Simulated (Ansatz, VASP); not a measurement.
## ZnS in VASP and in Ansatz

```
CELL_PARAMETERS angstrom
-0.00016 0.00003 3.86663
6.61999 -0.00010 -0.00062
-0.00005 6.62912 0.00013
ATOMIC_POSITIONS crystal
Zn 0.00004 0.67468 0.67574
Zn 0.50001 0.17468 0.82426
Zn 0.49997 0.82532 0.17574
Zn 0.99997 0.32533 0.32426
S 0.50007 0.81349 0.81494
S 0.49995 0.18650 0.18506
S 0.99994 0.68651 0.31495
S 0.00005 0.31349 0.68505
```

Change from the starting cell: cell x1, atoms moved at random (sigma 0.05 Å) and cell strained at random (1.5 %), then relaxed without symmetry.

Alike in both runs: functional PBE; k mesh 4 × 2 × 2; occupations gaussian, width 0.1 eV; no spin polarisation.

Ansatz relaxed the structure, and its values are those at the end. VASP's run is a single point on that final structure, the one shown.

|  | VASP | Ansatz |
| --- | --- | --- |
| version | VASP 6.6.1 | Ansatz 0.2.0 |
| potentials or method | VASP PAW PBE potentials, release 64 (Zn, S), cutoff 520 eV | scalar-relativistic, plane waves, PAW |
| valence electrons in the cell | 72 | 72 |

Ansatz gave:

```
gap on the k mesh at the Fermi level (eV) : 2.16
least direct gap on the mesh (eV)         : 2.16
pressure (GPa)                            : 0.0
```

Estimate VASP's values.

gap on the k mesh at the Fermi level (eV): 2.17; least direct gap on the mesh (eV): 2.17; pressure (GPa): 0.1.

With one functional, cell and mesh, what is left measures potentials, basis and numerics.

The k mesh is coarse, so the values compare programs but aren't converged.
